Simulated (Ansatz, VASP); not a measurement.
**Ag in VASP and in Ansatz**

```
CELL_PARAMETERS angstrom
0.00000 2.01245 2.07375
2.01245 0.00000 2.07375
2.01245 2.01245 0.00000
ATOMIC_POSITIONS crystal
Ag 0.00000 0.00000 0.00000
```

Change from the starting cell: strain -0.015 along x and y, +0.015 along z, atoms carried along.

Alike in both runs: task single point; functional PBE; k mesh 10 × 10 × 10; occupations gaussian, width 0.15 eV; no spin polarisation.

|  | VASP | Ansatz |
| --- | --- | --- |
| version | VASP 6.6.1 | Ansatz 0.2.0 |
| potentials or method | VASP PAW PBE potentials, release 64 (Ag), cutoff 520 eV | scalar-relativistic, plane waves, PAW |
| valence electrons in the cell | 11 | 19 |

```csv
,VASP,Ansatz,Ansatz less VASP
gap on the k mesh at the Fermi level (eV),none,none,-
pressure (GPa),6.7,6.9,+0.19
"traceless stress, the component that is largest in VASP (GPa)",-0.65,-0.67,-0.013
```

A gap of «none» marks a metal or a gap that the smearing closes. The functional is the same, so the differences come from potentials, cutoffs and numerics. VASP's potentials hold 11 valence electrons a cell and Ansatz's 19, so a difference there can come from the potentials and not from the codes.
